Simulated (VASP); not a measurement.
# NbC2 (Pn-3m) in VASP: notebook

The runs below take NbC2 through single point, relaxation of cell and atoms, with PBE.

All numbers are computed with VASP 6.6.1; they aren't measurements. Logs are shortened: lines on timing, memory, paths and dates and some standing lists are left out, and cuts for length are marked.

### 1 The cell of the first run

The structure is cubic, space group Pn-3m (No. 224). The conventional cell has a = 4.606 Å, b = 4.606 Å, c = 4.606 Å, α = 90.00°, β = 90.00°, γ = 90.00°. Nb (site symmetry -43m) has 4 C at 1.99 Å within 2.6 Å. C (site symmetry -3m) has 2 Nb at 1.99 Å within 2.6 Å.

The cell was generated, and may not be a known phase.

### 2 Single point, PBE

INCAR reads:

```
PREC     = Accurate       # precision mode
ENCUT    = 520            # plane-wave cutoff, eV
EDIFF    = 1E-7           # SCF threshold, eV
ISMEAR   = 0              # smearing method
SIGMA    = 0.1            # smearing width, eV
LREAL    = F              # projectors in reciprocal space
LASPH    = T              # aspherical terms in the spheres
NELM     = 100            # most SCF steps
ALGO     = Normal         # electronic algorithm
ISIF     = 2              # what is computed and relaxed
LWAVE    = F              # write WAVECAR
LCHARG   = F              # write CHGCAR
GGA      = PE             # functional
NBANDS   = 30             # bands
```

KPOINTS reads:

```
Automatic mesh
0
Gamma
  4 4 4
```

POSCAR reads:

```
NbC2
1.0
    4.6059624700      0.0000000000      0.0000000000
    0.0000000000      4.6059624700      0.0000000000
    0.0000000000      0.0000000000      4.6059624700
Nb C
2 4
Direct
    0.0000000000      0.0000000000      0.0000000000
    0.5000000000      0.5000000000      0.5000000000
    0.7500000000      0.7500000000      0.7500000000
    0.2500000000      0.2500000000      0.7500000000
    0.2500000000      0.7500000000      0.2500000000
    0.7500000000      0.2500000000      0.2500000000
```

Potentials or basis: VASP PAW PBE potentials, release 64 (Nb_sv, C).

Started as:

```sh
> cat potpaw_PBE.64/Nb_sv/POTCAR potpaw_PBE.64/C/POTCAR > POTCAR
> mpirun -np 1 vasp_std > vasp.out
```

OUTCAR:

```text
PREC = Accurate
   ENCUT = 520
   EDIFF = 1E-7
   ISMEAR = 0
   LREAL = F
   LASPH = T
   NELM = 100
   ISIF = 2
   GGA = PE

 ion  position               nearest neighbor table
   1  0.000  0.000  0.000-   3 1.99   4 1.99   5 1.99   6 1.99
   2  0.500  0.500  0.500-   3 1.99   4 1.99   5 1.99   6 1.99
   3  0.750  0.750  0.750-   1 1.99   2 1.99
   4  0.250  0.250  0.750-   1 1.99   2 1.99
   5  0.250  0.750  0.250-   1 1.99   2 1.99
   6  0.750  0.250  0.250-   1 1.99   2 1.99

  LATTYP: Found a simple cubic cell.
 ALAT       =     4.6059624700

  Lattice vectors:

 A1 = (   4.6059624700,   0.0000000000,   0.0000000000)
 A2 = (   0.0000000000,   4.6059624700,   0.0000000000)
 A3 = (   0.0000000000,   0.0000000000,   4.6059624700)

Analysis of symmetry for initial positions (statically):
=====================================================================
 Subroutine PRICEL returns:
 Original cell was already a primitive cell.

 Routine SETGRP: Setting up the symmetry group for a
 simple cubic supercell.

 Subroutine GETGRP returns: Found 48 space group operations
 (whereof 24 operations were pure point group operations)
 out of a pool of 48 trial point group operations.

The static configuration has the point symmetry T_d .
 The point group associated with its full space group is O_h .

Analysis of symmetry for dynamics (positions and initial velocities):
=====================================================================
 Subroutine PRICEL returns:
 Original cell was already a primitive cell.

 Routine SETGRP: Setting up the symmetry group for a
 simple cubic supercell.

 Subroutine GETGRP returns: Found 48 space group operations
 (whereof 24 operations were pure point group operations)
 out of a pool of 48 trial point group operations.

The dynamic configuration has the point symmetry T_d .
 The point group associated with its full space group is O_h .

 Subroutine INISYM returns: Found 48 space group operations
 (whereof 24 operations are pure point group operations),
 and found     1 'primitive' translations

----------------------------------------------------------------------------------------

                                     Primitive cell

  volume of cell :      97.7150

  direct lattice vectors                    reciprocal lattice vectors
     4.605962470  0.000000000  0.000000000     0.217109889  0.000000000  0.000000000
     0.000000000  4.605962470  0.000000000     0.000000000  0.217109889  0.000000000
     0.000000000  0.000000000  4.605962470     0.000000000  0.000000000  0.217109889

  length of vectors
     4.605962470  4.605962470  4.605962470     0.217109889  0.217109889  0.217109889

  position of ions in fractional coordinates (direct lattice)
     0.000000000  0.000000000  0.000000000
     0.500000000  0.500000000  0.500000000
     0.750000000  0.750000000  0.750000000
     0.250000000  0.250000000  0.750000000
     0.250000000  0.750000000  0.250000000
     0.750000000  0.250000000  0.250000000

  ion indices of the primitive-cell ions
   primitive index   ion index
                 1           1
                 2           2
                 3           3
                 4           4
                 5           5
                 6           6

----------------------------------------------------------------------------------------

 KPOINTS: Automatic mesh

Automatic generation of k-mesh.
 Grid dimensions read from file:
 generate k-points for:    4    4    4

 Generating k-lattice:

  Cartesian coordinates                     Fractional coordinates (reciprocal lattice)
     0.054277472  0.000000000  0.000000000     0.250000000  0.000000000  0.000000000
     0.000000000  0.054277472  0.000000000     0.000000000  0.250000000  0.000000000
     0.000000000  0.000000000  0.054277472     0.000000000  0.000000000  0.250000000

  Length of vectors
     0.054277472  0.054277472  0.054277472

  Shift w.r.t. Gamma in fractional coordinates (k-lattice)
     0.000000000  0.000000000  0.000000000

 Subroutine IBZKPT returns following result:
 ===========================================

 Found     10 irreducible k-points:

 Following reciprocal coordinates:
            Coordinates               Weight
  0.000000  0.000000  0.000000      1.000000
  0.250000  0.000000  0.000000      6.000000
  0.500000  0.000000  0.000000      3.000000
  0.250000  0.250000  0.000000     12.000000
  0.500000  0.250000  0.000000     12.000000
  0.500000  0.500000  0.000000      3.000000
  0.250000  0.250000  0.250000      8.000000
  0.500000  0.250000  0.250000     12.000000
  0.500000  0.500000  0.250000      6.000000
  0.500000  0.500000  0.500000      1.000000
   k-points           NKPTS =     10   k-points in BZ     NKDIM =     10   number of bands    NBANDS=     30
   number of dos      NEDOS =    301   number of ions     NIONS =      6
   total plane-waves  NPLWV =  46656
   dimension x,y,z NGX =    36 NGY =   36 NGZ =   36
   dimension x,y,z NGXF=    72 NGYF=   72 NGZF=   72
   ions per type =               2   4
   NGX,Y,Z   is equivalent  to a cutoff of  12.99, 12.99, 12.99 a.u.
   NGXF,Y,Z  is equivalent  to a cutoff of  25.99, 25.99, 25.99 a.u.
 SYSTEM =  unknown system
   PREC   = accura    normal or accurate (medium, high low for compatibility)
   ISTART =      0    job   : 0-new  1-cont  2-samecut
   ICHARG =      2    charge: 1-file 2-atom 10-const
   ISPIN  =      1    spin polarized calculation?
   LNONCOLLINEAR =      F non collinear calculations
   LSORBIT =      F    spin-orbit coupling
   LASPH  =      T    aspherical Exc in radial PAW
   ENCUT  =  520.0 eV  38.22 Ry    6.18 a.u.   8.56  8.56  8.56*2*pi/ulx,y,z
   NELM   =    100;   NELMIN=  2; NELMDL= -5     # of ELM steps
   EDIFF  = 0.1E-06   stopping-criterion for ELM
   LREAL  =      F    real-space projection
   EDIFFG = 0.1E-05   stopping-criterion for IOM
   NSW    =      0    number of steps for IOM
   IBRION =     -1    ionic relax: 0-MD 1-quasi-New 2-CG
   NFREE  =      0    steps in history (QN), initial steepest desc. (CG)
   ISIF   =      2    stress and relaxation
   ISYM   =      2    0-nonsym 1-usesym 2-fastsym
   POTIM  = 0.5000    time-step for ionic-motion
   TEBEG  =    0.0;   TEEND  =   0.0 temperature during run
   PSTRESS=    0.0 pullay stress
   NELECT =      42.0000    total number of electrons
   NUPDOWN=      -1.0000    fix difference up-down
   EMIN   =  10.00;   EMAX   =-10.00  energy-range for DOS
   EFERMI =   0.00;   METHOD = LEGACY
   ISMEAR =     0;   SIGMA  =   0.10  broadening in eV -4-tet -1-fermi 0-gaus
   EFERMI_NEDOS =   21; number of points for ismear=-14 and -15
   IALGO  =     38    algorithm
   IMIX   =      4    mixing-type and parameters
     AMIX     =   0.40;   BMIX     =  1.00
     AMIX_MAG =   1.60;   BMIX_MAG =  1.00
  volume/ion in A,a.u.               =      16.29       109.90
  Fermi-wavevector in a.u.,A,eV,Ry     =   1.235485  2.334728 20.768254  1.526424
  Thomas-Fermi vector in A             =   2.370133
   LORBIT       =      0    0 simple, 1 ext, 2 COOP (PROOUT), +10 PAW based schemes
   GGA     = PE    functional components
   LHFCALC =     F    Hartree Fock is set to
   AEXX    =    0.0000 exact exchange contribution
   IVDW    =     0    specifies the selected vdW correction
   LEPSILON=     F    determine dielectric tensor
   LRPA    =     F    only Hartree local field effects (RPA)
 non-spin polarized calculation
 Gauss-broadening in eV      SIGMA  =   0.10
  energy-cutoff  :      520.00
  volume of cell :       97.71
 maximum number of plane-waves:      2666
 NGX is ok and might be reduce to    36
   NGX = 17   NGY = 17   NGZ = 17

 number of electron      41.9999994 magnetization

 Free energy of the ion-electron system (eV)
  ---------------------------------------------------
  ext. energy  EPLUGINS =         0.00000000
  ---------------------------------------------------
  free energy    TOTEN  =       -46.05591555 eV

  energy without entropy =      -46.02704681  energy(sigma->0) =      -46.04148118

 E-fermi :   3.9215     XC(G=0):  -9.9810

 val. band max:        3.8899664190   @ k =   0.2500   0.2500   0.0000
 cond. band min:       4.2550601084   @ k =   0.2500   0.0000   0.0000
 fundamental gap:      0.3650936894
 Fermi energy:         3.9214853122

 k-point     1 :       0.0000    0.0000    0.0000
  band No.  band energies     occupation
      1     -49.8378      2.00000
      2     -49.8342      2.00000
      3     -26.0997      2.00000
      4     -26.0997      2.00000
      5     -26.0997      2.00000
      6     -26.0606      2.00000
[... 22 lines left out ...]
     29       5.9160      0.00000
     30      10.7637      0.00000

 k-point     2 :       0.2500    0.0000    0.0000
  band No.  band energies     occupation
      1     -49.8372      2.00000
      2     -49.8347      2.00000
      3     -26.0973      2.00000
      4     -26.0945      2.00000
      5     -26.0945      2.00000
      6     -26.0697      2.00000
[... 22 lines left out ...]
     29       7.2534      0.00000
     30      10.1820      0.00000

 k-point     3 :       0.5000    0.0000    0.0000
  band No.  band energies     occupation
      1     -49.8359      2.00000
      2     -49.8359      2.00000
      3     -26.0868      2.00000
      4     -26.0868      2.00000
      5     -26.0865      2.00000
      6     -26.0865      2.00000
[... 22 lines left out ...]
     29       9.4747      0.00000
     30       9.4766      0.00000

 k-point     4 :       0.2500    0.2500    0.0000
  band No.  band energies     occupation
      1     -49.8368      2.00000
      2     -49.8350      2.00000
      3     -26.1074      2.00000
      4     -26.0936      2.00000
      5     -26.0837      2.00000
      6     -26.0807      2.00000
[... 22 lines left out ...]
     29       8.7624      0.00000
     30       9.8595      0.00000

 k-point     5 :       0.5000    0.2500    0.0000
  band No.  band energies     occupation
      1     -49.8358      2.00000
      2     -49.8358      2.00000
      3     -26.1056      2.00000
      4     -26.1056      2.00000
      5     -26.0797      2.00000
      6     -26.0797      2.00000
[... 22 lines left out ...]
     29       9.7057      0.00000
     30       9.7060      0.00000

 k-point     6 :       0.5000    0.5000    0.0000
  band No.  band energies     occupation
      1     -49.8357      2.00000
      2     -49.8357      2.00000
      3     -26.1150      2.00000
      4     -26.1150      2.00000
      5     -26.0789      2.00000
      6     -26.0789      2.00000
[... 22 lines left out ...]
     29       9.4673      0.00000
     30       9.4673      0.00000

 k-point     7 :       0.2500    0.2500    0.2500
  band No.  band energies     occupation
      1     -49.8365      2.00000
      2     -49.8351      2.00000
      3     -26.1004      2.00000
      4     -26.1004      2.00000
      5     -26.0969      2.00000
      6     -26.0689      2.00000
[... 22 lines left out ...]
     29       9.1588      0.00000
     30       9.5915      0.00000

 k-point     8 :       0.5000    0.2500    0.2500
  band No.  band energies     occupation
      1     -49.8361      2.00000
      2     -49.8354      2.00000
      3     -26.1066      2.00000
      4     -26.1031      2.00000
      5     -26.0883      2.00000
      6     -26.0766      2.00000
[... 22 lines left out ...]
     29       9.6788      0.00000
     30       9.7408      0.00000

 k-point     9 :       0.5000    0.5000    0.2500
  band No.  band energies     occupation
      1     -49.8361      2.00000
      2     -49.8352      2.00000
      3     -26.1065      2.00000
      4     -26.1065      2.00000
      5     -26.0856      2.00000
      6     -26.0788      2.00000
[... 22 lines left out ...]
     29       8.7785      0.00000
     30      10.5954      0.00000

 k-point    10 :       0.5000    0.5000    0.5000
  band No.  band energies     occupation
      1     -49.8363      2.00000
      2     -49.8350      2.00000
      3     -26.0902      2.00000
      4     -26.0902      2.00000
      5     -26.0902      2.00000
      6     -26.0806      2.00000
[... 22 lines left out ...]
     29       7.9757      0.00000
     30      11.2070      0.00000

------------------------ aborting loop because EDIFF is reached ----------------------------------------

  FORCE on cell =-STRESS in cart. coord.  units (eV):
  Direction    XX          YY          ZZ          XY          YZ          ZX
  --------------------------------------------------------------------------------------
  -------------------------------------------------------------------------------------
  Total        3.1162588      3.1162588      3.1162588      0.0000000      0.0000000      0.0000000
  in kB       51.0955313     51.0955313     51.0955313      0.0000000      0.0000000      0.0000000
  external PRESSURE =      51.0955313 kB  Pullay stress =       0.0000000 kB

 VOLUME and BASIS-vectors are now :
 -----------------------------------------------------------------------------
  energy-cutoff  :      520.00
  volume of cell :       97.71
      direct lattice vectors                 reciprocal lattice vectors
     4.605962470  0.000000000  0.000000000     0.217109889  0.000000000  0.000000000
     0.000000000  4.605962470  0.000000000     0.000000000  0.217109889  0.000000000
     0.000000000  0.000000000  4.605962470     0.000000000  0.000000000  0.217109889

 POSITION                                       TOTAL-FORCE (eV/Angst)
 -----------------------------------------------------------------------------------
      0.00000      0.00000      0.00000        -0.000000      0.000000     -0.000000
      2.30298      2.30298      2.30298         0.000000     -0.000000      0.000000
      3.45447      3.45447      3.45447         0.000000      0.000000      0.000000
      1.15149      1.15149      3.45447        -0.000000     -0.000000      0.000000
      1.15149      3.45447      1.15149        -0.000000      0.000000     -0.000000
      3.45447      1.15149      1.15149        -0.000000     -0.000000     -0.000000
 -----------------------------------------------------------------------------------
    total drift:                                0.000000      0.000000      0.000000

  FREE ENERGIE OF THE ION-ELECTRON SYSTEM (eV)
  ---------------------------------------------------
  free  energy   TOTEN  =       -46.0559155451 eV

  energy  without entropy=      -46.0270468060  energy(sigma->0) =      -46.04148118
```

Run time: 33 s. Hardware: 1 thread of AMD EPYC 7R43 (Zen 3), shared host; peak memory 0.16 GiB.

What came out:

| Property | Result |
| --- | --- |
| Free energy | -46.0559 eV |
| Pressure | 5.1 GPa |
| Band gap on the k mesh | zero (bands 21 and 22 overlap by 1.02 eV) |

Levels at points of the mesh, in eV from the Fermi level:
| k point | band 17 | band 18 | band 19 | band 20 | band 21 | band 22 | band 23 | band 24 | band 25 | band 26 |
| --- | --- | --- | --- | --- | --- | --- | --- | --- | --- | --- |
| (0.00, 0.00, 0.00) | -2.36 | -1.75 | 0.62 | 0.62 | 0.62 | 1.64 | 1.64 | 1.69 | 1.69 | 1.69 |
| (0.50, 0.00, 0.00) | -2.41 | -2.41 | -1.30 | -1.30 | 0.56 | 0.56 | 0.89 | 0.89 | 3.15 | 3.15 |
| (0.50, 0.50, 0.00) | -2.08 | -2.08 | -1.68 | -1.68 | -0.40 | -0.40 | 0.46 | 0.46 | 3.10 | 3.10 |
| (0.50, 0.50, 0.50) | -1.21 | -1.21 | -1.21 | -1.03 | -1.03 | 1.68 | 1.68 | 1.68 | 1.81 | 1.81 |

Caveat: the cell stands under pressure.

(Part 1 of 2 ends here.)

The gap in the log of VASP goes by the Fermi energy; the results here count the filled bands.